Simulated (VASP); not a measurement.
# Ca2Zr2N (P6/mmm) in VASP: further runs, part 2 of 3

VASP 6.6.1. The steps go on from the part before.

## 3. Single point, PBE

This run uses another cell than the first one, of 30.13 Å³/atom, 1.591 times its volume.

Input file INCAR:

```
  PREC = Accurate
  ENCUT = 520
  EDIFF = 1E-7
  ISMEAR = 0
  SIGMA = 0.1
  LREAL = F
  LASPH = T
  NELM = 60
  ALGO = Normal
  ISIF = 2
  LWAVE = F
  LCHARG = F
  GGA = PE
  NBANDS = 32
```

Input file KPOINTS:

```
regular mesh
0
Gamma
  6 6 4
```

Input file POSCAR:

```
Ca2Zr2N
1.0
    4.4208760396     -0.0000000032      0.0000000000
   -2.2104380171      3.8285909589      0.0000000000
    0.0000000000      0.0000000000      8.9020839540
Ca Zr N
2 2 1
Direct
    0.0000000000      0.0000000000      0.7654352576
    0.0000000000      0.0000000000      0.2345647424
    0.3333333333      0.6666666667      0.5000000000
    0.6666666667      0.3333333333      0.5000000000
    0.0000000000      0.0000000000      0.5000000000
```

Potentials or basis: VASP PAW PBE potentials, release 64 (Ca_sv, Zr_sv, N).

The run is started by

```bash
> cat potpaw_PBE.64/Ca_sv/POTCAR potpaw_PBE.64/Zr_sv/POTCAR potpaw_PBE.64/N/POTCAR > POTCAR
> mpirun -np 1 vasp_std > vasp.out
```

OUTCAR:

```text
PREC = Accurate
   ENCUT = 520
   EDIFF = 1E-7
   ISMEAR = 0
   LREAL = F
   LASPH = T
   NELM = 60
   ISIF = 2
   GGA = PE

 ion  position               nearest neighbor table
   1  0.000  0.000  0.765-   5 2.36   4 3.48   3 3.48   4 3.48   3 3.48   4 3.48   3 3.48
   2  0.000  0.000  0.235-   5 2.36   4 3.48   3 3.48   4 3.48   3 3.48   4 3.48   3 3.48
   3  0.333  0.667  0.500-   4 2.55   4 2.55   5 2.55   5 2.55   5 2.55   4 2.55   1 3.48   2 3.48
                             1 3.48   2 3.48   1 3.48   2 3.48
   4  0.667  0.333  0.500-   3 2.55   3 2.55   5 2.55   5 2.55   5 2.55   3 2.55   1 3.48   2 3.48
                             2 3.48   1 3.48   2 3.48   1 3.48
   5  0.000  0.000  0.500-   1 2.36   2 2.36   3 2.55   4 2.55   4 2.55   3 2.55   4 2.55   3 2.55

  LATTYP: Found a hexagonal cell.
 ALAT       =     4.4208760396
 C/A-ratio  =     2.0136470406

  Lattice vectors:

 A1 = (   4.4208760396,  -0.0000000032,   0.0000000000)
 A2 = (  -2.2104380171,   3.8285909589,   0.0000000000)
 A3 = (   0.0000000000,   0.0000000000,   8.9020839540)

Analysis of symmetry for initial positions (statically):
=====================================================================
 Subroutine PRICEL returns:
 Original cell was already a primitive cell.

 Routine SETGRP: Setting up the symmetry group for a
 hexagonal supercell.

 Subroutine GETGRP returns: Found 24 space group operations
 (whereof 24 operations were pure point group operations)
 out of a pool of 24 trial point group operations.

The static configuration has the point symmetry D_6h.

Analysis of symmetry for dynamics (positions and initial velocities):
=====================================================================
 Subroutine PRICEL returns:
 Original cell was already a primitive cell.

 Routine SETGRP: Setting up the symmetry group for a
 hexagonal supercell.

 Subroutine GETGRP returns: Found 24 space group operations
 (whereof 24 operations were pure point group operations)
 out of a pool of 24 trial point group operations.

[... 124 lines left out ...]
  Fermi-wavevector in a.u.,A,eV,Ry     =   1.125798  2.127450 17.244316  1.267421
  Thomas-Fermi vector in A             =   2.262477
   LORBIT       =      0    0 simple, 1 ext, 2 COOP (PROOUT), +10 PAW based schemes
   GGA     = PE    functional components
   LHFCALC =     F    Hartree Fock is set to
   AEXX    =    0.0000 exact exchange contribution
   IVDW    =     0    specifies the selected vdW correction
   LEPSILON=     F    determine dielectric tensor
   LRPA    =     F    only Hartree local field effects (RPA)
 non-spin polarized calculation
 Gauss-broadening in eV      SIGMA  =   0.10
  energy-cutoff  :      520.00
  volume of cell :      150.67
 maximum number of plane-waves:      4095
 NGX is ok and might be reduce to    36
   NGX = 17   NGY = 17   NGZ = 33

 number of electron      49.0000003 magnetization

 Free energy of the ion-electron system (eV)
  ---------------------------------------------------
  ext. energy  EPLUGINS =         0.00000000
  ---------------------------------------------------
  free energy    TOTEN  =       -27.42161371 eV

  energy without entropy =      -27.38358510  energy(sigma->0) =      -27.40259940

 E-fermi :   3.5691     XC(G=0):  -8.4038

 val. band max:        3.5631162858   @ k =   0.3333   0.1667   0.0000
 cond. band min:       3.5841393260   @ k =   0.3333   0.1667   0.2500
 fundamental gap:      0.0210230402
 Fermi energy:         3.5690705763

 k-point     1 :       0.0000    0.0000    0.0000
  band No.  band energies     occupation
      1     -45.3355      2.00000
      2     -44.5385      2.00000
      3     -37.6143      2.00000
      4     -37.6131      2.00000
      5     -24.2774      2.00000
      6     -24.2774      2.00000
[... 724 lines left out ...]
     31       5.2123      0.00000
     32       6.7565      0.00000

------------------------ aborting loop because EDIFF is reached ----------------------------------------

  FORCE on cell =-STRESS in cart. coord.  units (eV):
  Direction    XX          YY          ZZ          XY          YZ          ZX
  --------------------------------------------------------------------------------------
  -------------------------------------------------------------------------------------
  Total        0.0248663      0.0248663      0.2096647     -0.0000000     -0.0000000      0.0000000
  in kB        0.2644130      0.2644130      2.2294462     -0.0000000     -0.0000000      0.0000000
  external PRESSURE =       0.9194240 kB  Pullay stress =       0.0000000 kB

 VOLUME and BASIS-vectors are now :
 -----------------------------------------------------------------------------
  energy-cutoff  :      520.00
  volume of cell :      150.67
      direct lattice vectors                 reciprocal lattice vectors
     4.420876040 -0.000000003  0.000000000     0.226199511  0.130596349  0.000000000
    -2.210438017  3.828590959  0.000000000     0.000000000  0.261192698  0.000000000
     0.000000000  0.000000000  8.902083954     0.000000000  0.000000000  0.112333247

 POSITION                                       TOTAL-FORCE (eV/Angst)
 -----------------------------------------------------------------------------------
      0.00000      0.00000      6.81397        -0.000000      0.000000      0.019379
      0.00000      0.00000      2.08812        -0.000000      0.000000     -0.019379
      0.00000      2.55239      4.45104         0.000000     -0.000000     -0.000000
      2.21044      1.27620      4.45104         0.000000      0.000000      0.000000
      0.00000      0.00000      4.45104        -0.000000      0.000000      0.000000
 -----------------------------------------------------------------------------------
    total drift:                                0.000000     -0.000000     -0.000000

  FREE ENERGIE OF THE ION-ELECTRON SYSTEM (eV)
  ---------------------------------------------------
  free  energy   TOTEN  =       -27.4216137055 eV

  energy  without entropy=      -27.3835851009  energy(sigma->0) =      -27.40259940
```

stdout:

```text
POSCAR found type information on POSCAR CaZrN
 POSCAR found :  3 types and       5 ions
 scaLAPACK will be used
 LDA part: xc-table for (Slater+PW92), standard interpolation
 POSCAR, INCAR and KPOINTS ok, starting setup
 FFT: planning ... GRIDC
 FFT: planning ... GRID_SOFT
 FFT: planning ... GRID
 WAVECAR not read
 entering main loop
```

It took 52 s on 1 thread of Intel Xeon 6975P-C (Granite Rapids), shared host; peak memory 0.34 GiB.

What came out:

```
Free energy   : -27.4216 eV
Pressure      : 0.1 GPa
Largest force : 0.019 eV/Å
```

Forces on the atoms (eV/Å):
```
Ca   0.000  0.000  0.019
Ca   0.000  0.000 -0.019
Zr   0.000  0.000  0.000
Zr   0.000  0.000  0.000
N    0.000  0.000  0.000
```

## 4. Single point, PBE

This run uses another cell than the first one, of 30.16 Å³/atom, 1.592 times its volume.

Input file INCAR:

```
PREC = Accurate ; ENCUT = 520
EDIFF = 1E-6 ; ISMEAR = 0
SIGMA = 0.1 ; LREAL = F
LASPH = T ; NELM = 100
ALGO = Normal ; ISIF = 2
LWAVE = F ; LCHARG = F
GGA = PE ; NBANDS = 32
```

Input file KPOINTS:

```
regular mesh
0
Gamma
  12 12 4
```

Input file POSCAR:

```
Ca2Zr2N
1.0
    4.4102838817      0.0000000000      0.0000000000
   -2.2051419408      3.8194178794      0.0000000000
    0.0000000000      0.0000000000      8.9516839999
Ca Zr N
2 2 1
Direct
    0.0000000000      0.0000000000      0.7651278879
    0.0000000000      0.0000000000      0.2348721121
    0.3333333333      0.6666666667      0.5000000000
    0.6666666667      0.3333333333      0.5000000000
    0.0000000000      0.0000000000      0.5000000000
```

Potentials or basis: VASP PAW PBE potentials, release 64 (Ca_sv, Zr_sv, N).

The run is started by

```bash
> cat potpaw_PBE.64/Ca_sv/POTCAR potpaw_PBE.64/Zr_sv/POTCAR potpaw_PBE.64/N/POTCAR > POTCAR
> mpirun -np 1 vasp_std > vasp.out
```

OUTCAR:

```text
PREC = Accurate
   ENCUT = 520
   EDIFF = 1E-6
   ISMEAR = 0
   LREAL = F
   LASPH = T
   NELM = 100
   ISIF = 2
   GGA = PE

 ion  position               nearest neighbor table
   1  0.000  0.000  0.765-   5 2.37   4 3.48   3 3.48   3 3.48   4 3.48   4 3.48   3 3.48
   2  0.000  0.000  0.235-   5 2.37   4 3.48   3 3.48   3 3.48   4 3.48   4 3.48   3 3.48
   3  0.333  0.667  0.500-   4 2.55   5 2.55   4 2.55   5 2.55   5 2.55   4 2.55   1 3.48   2 3.48
                             1 3.48   2 3.48   1 3.48   2 3.48
   4  0.667  0.333  0.500-   3 2.55   5 2.55   3 2.55   5 2.55   5 2.55   3 2.55   1 3.48   2 3.48
                             2 3.48   1 3.48   2 3.48   1 3.48
   5  0.000  0.000  0.500-   1 2.37   2 2.37   3 2.55   4 2.55   3 2.55   4 2.55   4 2.55   3 2.55

  LATTYP: Found a hexagonal cell.
 ALAT       =     4.4102838817
 C/A-ratio  =     2.0297296591

  Lattice vectors:

 A1 = (   4.4102838817,   0.0000000000,   0.0000000000)
 A2 = (  -2.2051419408,   3.8194178794,   0.0000000000)
 A3 = (   0.0000000000,   0.0000000000,   8.9516839999)

Analysis of symmetry for initial positions (statically):
=====================================================================
 Subroutine PRICEL returns:
 Original cell was already a primitive cell.

 Routine SETGRP: Setting up the symmetry group for a
 hexagonal supercell.

 Subroutine GETGRP returns: Found 24 space group operations
 (whereof 24 operations were pure point group operations)
 out of a pool of 24 trial point group operations.

The static configuration has the point symmetry D_6h.

Analysis of symmetry for dynamics (positions and initial velocities):
=====================================================================
 Subroutine PRICEL returns:
 Original cell was already a primitive cell.

[... 125 lines left out ...]
   NUPDOWN=      -1.0000    fix difference up-down
   EMIN   =  10.00;   EMAX   =-10.00  energy-range for DOS
   EFERMI =   0.00;   METHOD = LEGACY
   ISMEAR =     0;   SIGMA  =   0.10  broadening in eV -4-tet -1-fermi 0-gaus
   EFERMI_NEDOS =   21; number of points for ismear=-14 and -15
   IALGO  =     38    algorithm
   IMIX   =      4    mixing-type and parameters
     AMIX     =   0.40;   BMIX     =  1.00
     AMIX_MAG =   1.60;   BMIX_MAG =  1.00
  volume/ion in A,a.u.               =      30.16       203.51
  Fermi-wavevector in a.u.,A,eV,Ry     =   1.125513  2.126912 17.235596  1.266781
  Thomas-Fermi vector in A             =   2.262191
   LORBIT       =      0    0 simple, 1 ext, 2 COOP (PROOUT), +10 PAW based schemes
   GGA     = PE    functional components
   LHFCALC =     F    Hartree Fock is set to
   AEXX    =    0.0000 exact exchange contribution
   IVDW    =     0    specifies the selected vdW correction
   LEPSILON=     F    determine dielectric tensor
   LRPA    =     F    only Hartree local field effects (RPA)
 non-spin polarized calculation
 Gauss-broadening in eV      SIGMA  =   0.10
  energy-cutoff  :      520.00
  volume of cell :      150.79
 maximum number of plane-waves:      4080
 NGX is ok and might be reduce to    36
   NGX = 17   NGY = 17   NGZ = 33

 number of electron      49.0000004 magnetization

 Free energy of the ion-electron system (eV)
  ---------------------------------------------------
  ext. energy  EPLUGINS =         0.00000000
  ---------------------------------------------------
  free energy    TOTEN  =       -27.45147569 eV

  energy without entropy =      -27.42221550  energy(sigma->0) =      -27.43684559

 E-fermi :   3.5771     XC(G=0):  -8.4003

 val. band max:        3.5604567058   @ k =   0.3333   0.1667   0.0000
 cond. band min:       3.5788732928   @ k =   0.4167   0.0833   0.2500
 fundamental gap:      0.0184165870
 Fermi energy:         3.5771287381

 k-point     1 :       0.0000    0.0000    0.0000
  band No.  band energies     occupation
      1     -45.3520      2.00000
      2     -44.5364      2.00000
      3     -37.6482      2.00000
      4     -37.6472      2.00000
      5     -24.3086      2.00000
      6     -24.3086      2.00000
[... 829 lines left out ...]
     31       6.5077      0.00000
     32       6.6348      0.00000

 [... further k-points ...]
[... 5 lines left out ...]
  --------------------------------------------------------------------------------------
  -------------------------------------------------------------------------------------
  Total        0.0896572      0.0896572      0.1348093      0.0000000     -0.0000000      0.0000000
  in kB        0.9526365      0.9526365      1.4323918      0.0000000     -0.0000000      0.0000000
  external PRESSURE =       1.1125549 kB  Pullay stress =       0.0000000 kB

 VOLUME and BASIS-vectors are now :
 -----------------------------------------------------------------------------
  energy-cutoff  :      520.00
  volume of cell :      150.79
      direct lattice vectors                 reciprocal lattice vectors
     4.410283882  0.000000000  0.000000000     0.226742774  0.130910001  0.000000000
    -2.205141941  3.819417879  0.000000000     0.000000000  0.261820003  0.000000000
     0.000000000  0.000000000  8.951684000     0.000000000  0.000000000  0.111710824

 POSITION                                       TOTAL-FORCE (eV/Angst)
 -----------------------------------------------------------------------------------
      0.00000      0.00000      6.84918        -0.000000      0.000000      0.033440
      0.00000      0.00000      2.10250        -0.000000     -0.000000     -0.033440
     -0.00000      2.54628      4.47584        -0.000000      0.000000     -0.000000
      2.20514      1.27314      4.47584         0.000000     -0.000000      0.000000
      0.00000      0.00000      4.47584         0.000000      0.000000      0.000000
 -----------------------------------------------------------------------------------
    total drift:                                0.000000     -0.000000     -0.000000

  FREE ENERGIE OF THE ION-ELECTRON SYSTEM (eV)
  ---------------------------------------------------
  free  energy   TOTEN  =       -27.4514756903 eV

  energy  without entropy=      -27.4222154979  energy(sigma->0) =      -27.43684559
```

OSZICAR:

```text
N       E                     dE             d eps       ncg     rms          rms(c)
DAV:   1     0.547048682766E+03    0.54705E+03   -0.24412E+04  3664   0.143E+03
DAV:   2     0.161806262428E+02   -0.53087E+03   -0.51407E+03  4080   0.440E+02
DAV:   3    -0.289230043216E+02   -0.45104E+02   -0.43808E+02  5736   0.102E+02
DAV:   4    -0.325360745111E+02   -0.36131E+01   -0.35371E+01  5856   0.270E+01
DAV:   5    -0.327553169653E+02   -0.21924E+00   -0.21905E+00  5560   0.529E+00    0.222E+01
DAV:   6    -0.283014607238E+02    0.44539E+01   -0.26520E+01  4568   0.191E+01    0.119E+01
DAV:   7    -0.276294543404E+02    0.67201E+00   -0.52688E+00  4992   0.795E+00    0.548E+00
DAV:   8    -0.274542951940E+02    0.17516E+00   -0.96374E-01  5192   0.463E+00    0.987E-01
DAV:   9    -0.274516169272E+02    0.26783E-02   -0.10287E-01  5528   0.146E+00    0.579E-01
DAV:  10    -0.274515265048E+02    0.90422E-04   -0.13739E-02  5240   0.711E-01    0.235E-01
DAV:  11    -0.274514246542E+02    0.10185E-03   -0.31049E-03  5808   0.272E-01    0.710E-02
DAV:  12    -0.274514496100E+02   -0.24956E-04   -0.26096E-04  4920   0.971E-02    0.350E-02
DAV:  13    -0.274514740387E+02   -0.24429E-04   -0.41535E-05  4792   0.418E-02    0.947E-03
DAV:  14    -0.274514756699E+02   -0.16312E-05   -0.84980E-06  4208   0.177E-02    0.330E-03
DAV:  15    -0.274514756903E+02   -0.20341E-07   -0.90906E-07  3216   0.572E-03
   1 F= -.27451476E+02 E0= -.27436846E+02  d E =-.292602E-01
```

stdout:

```text
POSCAR found type information on POSCAR CaZrN
 POSCAR found :  3 types and       5 ions
 scaLAPACK will be used
 LDA part: xc-table for (Slater+PW92), standard interpolation
 POSCAR, INCAR and KPOINTS ok, starting setup
 FFT: planning ... GRIDC
 FFT: planning ... GRID_SOFT
 FFT: planning ... GRID
 WAVECAR not read
 entering main loop
```

Run time: 2.3 min. Hardware: 1 thread of Intel Xeon 6975P-C (Granite Rapids), shared host; peak memory 0.46 GiB.

Results:

```
Free energy   : -27.4515 eV
Pressure      : 0.1 GPa
Largest force : 0.033 eV/Å
```

Forces in eV/Å, atoms in the order of the input:
```
Ca   0.000  0.000  0.033
Ca   0.000  0.000 -0.033
Zr   0.000  0.000  0.000
Zr   0.000  0.000  0.000
N    0.000  0.000  0.000
```

Levels at points of the mesh, in eV from the Fermi level:
```
           k point  band 22  band 23  band 24  band 25  band 26  band 27
(0.00, 0.00, 0.00)    -0.82    -0.60    -0.60    -0.29     0.85     1.66
(0.50, 0.00, 0.00)    -1.19    -0.60    -0.36     0.15     0.20     0.93
(0.00, 0.00, 0.50)    -1.71    -0.60    -0.60     0.82     0.85     1.67
(0.50, 0.00, 0.50)    -1.17    -0.44    -0.04    -0.04     0.04     0.86
```

[end of part 2 of 3]
